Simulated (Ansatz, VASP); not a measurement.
MgS: VASP beside Ansatz

File POSCAR:

```
MgS
1.0
    0.0000000000      2.7858638577      2.8308747665
    2.7858638577      0.0000000000      2.8308747665
    2.7858638577      2.7858638577      0.0000000000
Mg S
1 1
Direct
    0.0000000000      0.0000000000      0.0000000000
    0.7500000000      0.7500000000      0.7500000000
```

The input INCAR.step1:

```
PREC = Accurate
ENCUT = 520
EDIFF = 1E-5
ISMEAR = 0
SIGMA = 0.01
LREAL = False
LASPH = True
NELM = 100
ALGO = Normal
ISIF = 2
LWAVE = True
LCHARG = False
GGA = PE
NBANDS = 11
```

File INCAR.step2:

```
PREC = Accurate
ENCUT = 520
EDIFF = 1E-6
ISMEAR = 0
SIGMA = 0.01
LREAL = False
LASPH = True
NELM = 100
ALGO = Normal
ISIF = 2
LWAVE = False
LCHARG = False
GGA = PE
LHFCALC = True
HFSCREEN = 0.2079
PRECFOCK = Normal
ISTART = 1
NBANDS = 11
```

The input KPOINTS:

```
Automatic mesh
0
Gamma
  6 6 6
```

Input for Ansatz:

```yaml
crystal:
  lattice:
    - [0.0, 2.7858638577, 2.8308747665]
    - [2.7858638577, 0.0, 2.8308747665]
    - [2.7858638577, 2.7858638577, 0.0]
  atoms:
    - { symbol: Mg, position: [0.0, 0.0, 0.0] }
    - { symbol: S, position: [0.75, 0.75, 0.75] }
kpoints:
  mp_grid: { grid: [6, 6, 6] }
  band_path:
    path:
      - [0.0, 0.0, 0.0]
      - [-0.5, -0.5, 0.0]
      - [-0.375, -0.375, 0.25]
      - [-0.375, 0.0, 0.375]
      - [0.0, 0.0, 0.5]
      - [-0.5, -0.25, 0.25]
    npoints: 1
hamiltonian:
  xc: hse06
scf:
  occupations: { method: fixed }
  n_extra_bands: 4
output:
  forces: true
  stress: true
  eigenvalues: true
  write_density: true
  write_potential: true
  elf: true
  volumetric_format: npy
```

Change from the starting cell: biaxial_xy strain -1.6%.

Alike in both runs: task single point; functional HSE06; k mesh 6 × 6 × 6; no spin polarisation.

```csv
,VASP,Ansatz
version,VASP 6.6.1,Ansatz 0.2.0
potentials or method,"VASP PAW PBE potentials, release 64 (Mg, S)","plane waves, PAW"
plane-wave cutoff (eV),520,420
occupations,"gaussian, width 0.01 eV",fixed
valence electrons in the cell,8,16
```

|  | VASP | Ansatz | Ansatz less VASP |
| --- | --- | --- | --- |
| gap on the k mesh at the Fermi level (eV) | 4.67 | 4.68 | +0.016 |
| pressure (GPa) | 1.9 | 2.1 | +0.17 |
| traceless stress, the component that is largest in VASP (GPa) | -0.24 | -0.24 | +0.003 |

VASP's potentials hold 8 valence electrons a cell and Ansatz's 16, so a difference there can come from the potentials and not from the codes. Ansatz's warnings: stress exchange threshold loose, stress scf threshold loose.
